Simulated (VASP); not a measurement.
Set up this calculation in VASP 6.6.1, as the native input.

- Task: single point
- Functional: r2SCAN
- Potentials or basis: VASP PAW PBE potentials, release 64 (Ta_pv, Br)
- Cutoff: 520 eV
- k mesh: 4 × 4 × 4
- Occupations: gaussian, width 0.1 eV
- Spin: no spin polarisation
- Dipole correction: no
- Further INCAR settings: ALGO = Normal; EDIFF = 1e-06; NBANDS = 28

Ta3Br:

```xyz
4
Lattice="4.1992 0.0000 0.0000 0.0000 4.1992 0.0000 0.0000 0.0000 4.1992" Properties=species:S:1:pos:R:3 pbc="T T T"
Ta    0.0000    2.0996    2.0996
Ta    2.0996    0.0000    2.0996
Ta    2.0996    2.0996    0.0000
Br    0.0000    0.0000    0.0000
```

These files were run (other wordings do the same):

POSCAR

```
Ta3Br
1.0
    4.1991863661      0.0000000000      0.0000000000
    0.0000000000      4.1991863661      0.0000000000
    0.0000000000      0.0000000000      4.1991863661
Ta Br
3 1
Direct
    0.0000000000      0.5000000000      0.5000000000
    0.5000000000      0.0000000000      0.5000000000
    0.5000000000      0.5000000000      0.0000000000
    0.0000000000      0.0000000000      0.0000000000
```

INCAR.step1

```
PREC = Accurate
ENCUT = 520
ISMEAR = 0
SIGMA = 0.1
LREAL = F
LASPH = T
NELM = 100
NBANDS = 28
GGA = PE
ALGO = Normal
EDIFF = 1E-4
LWAVE = T
LCHARG = F
```

INCAR.step2

```
PREC = Accurate
ENCUT = 520
EDIFF = 1E-6
ISMEAR = 0
SIGMA = 0.1
LREAL = F
LASPH = T
NELM = 100
ALGO = Normal
ISIF = 2
LWAVE = F
LCHARG = F
METAGGA = R2SCAN
LMIXTAU = T
NBANDS = 28
ISTART = 1
```

KPOINTS

```
regular mesh
0
Gamma
  4 4 4
```

Potentials or basis: VASP PAW PBE potentials, release 64 (Ta_pv, Br).

Command:

```bash
$ cat potpaw_PBE.64/Ta_pv/POTCAR potpaw_PBE.64/Br/POTCAR > POTCAR
$ cp INCAR.step1 INCAR
$ mpirun -np 1 vasp_std > vasp.out
$ cp INCAR.step2 INCAR
$ mpirun -np 1 vasp_std > vasp.out
```

It gave:

```json
{
  "Pressure": "0.5 GPa",
  "Band gap on the k mesh": "zero (band 20 reaches 7.02 eV, above the bottom of band 21 at 6.63 eV)"
}
```

Caveat: the k points lie up to 0.37 Å⁻¹ apart; the PAW data sets were made with another functional, which shifts forces and pressure a little; spin-orbit coupling is left out, which moves the levels of the heavy elements.

It took 32 s on 1 thread of Intel(R) Xeon(R) 6975P-C (Granite Rapids), with other jobs on the host, peak memory 0.18 GiB.
